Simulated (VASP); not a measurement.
Write the native input for VASP 6.6.1 that does the following.

```yaml
Task: single point
Functional: PBE
Potentials_or_basis: VASP PAW PBE potentials, release 64 (Sb, Se, Br)
Cutoff: 520 eV
k_mesh: 4 × 4 × 4
Occupations: gaussian, width 0.1 eV
Spin: no spin polarisation
Dipole_correction: no
Further_INCAR_settings: ALGO = Normal; EDIFF = 1e-06; NBANDS = 24
```

The structure of SbSeBr3 lies in POSCAR:

```
SbSeBr3
1.0
    3.2562200100     -4.6013236400      0.0000000000
    3.2562200100      4.6013236400      0.0000000000
    0.0000000000      0.0000000000      5.1461561000
Sb Se Br
1 1 3
Direct
    0.0000000000      0.0000000000      0.0000000000
    0.5000000000      0.5000000000      0.0000000000
    0.0000000000      0.5000000000      0.5000000000
    0.5000000000      0.0000000000      0.5000000000
    0.5000000000      0.5000000000      0.5000000000
```

The cell was built from a structure type or drawn by symmetry, and may not be a known phase.

The input as run:

INCAR

```
PREC     = Accurate       # precision mode
ENCUT    = 520            # plane-wave cutoff, eV
EDIFF    = 1E-6           # SCF threshold, eV
ISMEAR   = 0              # smearing method
SIGMA    = 0.1            # smearing width, eV
LREAL    = False          # projectors in reciprocal space
LASPH    = True           # aspherical terms in the spheres
NELM     = 60             # most SCF steps
ALGO     = Normal         # electronic algorithm
ISIF     = 2              # what is computed and relaxed
LWAVE    = False          # write WAVECAR
LCHARG   = True           # write CHGCAR
GGA      = PE             # functional
LELF     = True           # ELF
LVHAR    = True         
NBANDS   = 24             # bands
```

KPOINTS

```
regular mesh
0
Gamma
  4 4 4
```

Potentials or basis: VASP PAW PBE potentials, release 64 (Sb, Se, Br).

The run is started by

```bash
$ cat potpaw_PBE.64/Sb/POTCAR potpaw_PBE.64/Se/POTCAR potpaw_PBE.64/Br/POTCAR > POTCAR
$ mpirun -np 1 vasp_std > vasp.out
```

Results of the run:

- Pressure: 1.1 GPa
- Band gap on the k mesh: zero (bands 16 and 17 overlap by 0.90 eV)

Caveat: spin-orbit coupling is left out, which moves the levels of the heavy elements.

Wall time 2.4 min on 1 thread of Intel Xeon 8259CL (shared host), peak memory 0.28 GiB.
